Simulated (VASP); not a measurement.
# GaN: single point with r2SCAN

The system is GaN.

```
Ga N
1.0
     3.23084    0.00000    0.00000
    -1.61542    2.75664    0.00000
     0.00000    0.00000    5.18360
Ga N
2 2
Cartesian
  0.0000 1.8378 5.1790
  1.6154 0.9189 2.5872
  0.0000 1.8378 1.9485
  1.6154 0.9189 4.5403
```

This cell differs from its parent crystal: strain +0.0150 x Voigt [1, 0, 0, 0, 0, 0].

* Program: VASP 6.6.1
* Task: single point
* Functional: r2SCAN
* Potentials or basis: VASP PAW PBE potentials, release 64 (Ga_d, N)
* Cutoff: 520 eV
* k mesh: 12 × 12 × 6
* Occupations: gaussian, width 0.05 eV
* Spin: no spin polarisation
* Dipole correction: no
* Further INCAR settings: ALGO = Normal; EDIFF = 1e-06; NBANDS = 26

```
Pressure               : -1.8 GPa
Largest force          : 0.154 eV/Å
Band gap on the k mesh : 2.23 eV, direct
```

Forces in eV/Å, atoms in the order of the input:
```
Ga   0.000 -0.112 -0.070
Ga   0.000  0.112 -0.070
N    0.000 -0.137  0.070
N    0.000  0.137  0.070
```

Stress tensor (GPa, compression positive):
```
-4.99  0.00  0.00
 0.00 -0.40  0.00
 0.00  0.00  0.06
```

Levels at points of the mesh, in eV from the valence-band top:
```tsv
k point	band 15	band 16	band 17	band 18	band 19	band 20	band 21	band 22
(0.00, 0.00, 0.00)	-1.08	-0.06	-0.04	0.00	2.23	4.61	9.90	10.30
(0.50, 0.00, 0.00)	-4.29	-2.79	-2.22	-0.99	5.55	6.07	6.51	9.18
(0.00, 0.50, 0.00)	-4.21	-2.93	-2.23	-1.10	5.28	5.90	6.58	9.30
(0.00, 0.00, 0.50)	-0.61	-0.61	-0.55	-0.55	4.62	4.62	9.11	9.11
(0.50, 0.00, 0.50)	-1.97	-1.97	-1.92	-1.92	4.87	4.87	8.34	8.34
(0.00, 0.50, 0.50)	-2.09	-2.09	-1.90	-1.90	4.77	4.77	8.28	8.28
```

It took 15 min on 1 thread of Oxide Virtual Turin-like Processor, on a shared host, peak memory 0.26 GiB.

Caveat: the cell differs from its parent crystal (strain +0.0150 x Voigt [1, 0, 0, 0, 0, 0]); the PAW data sets were made with another functional, which shifts forces and pressure a little.
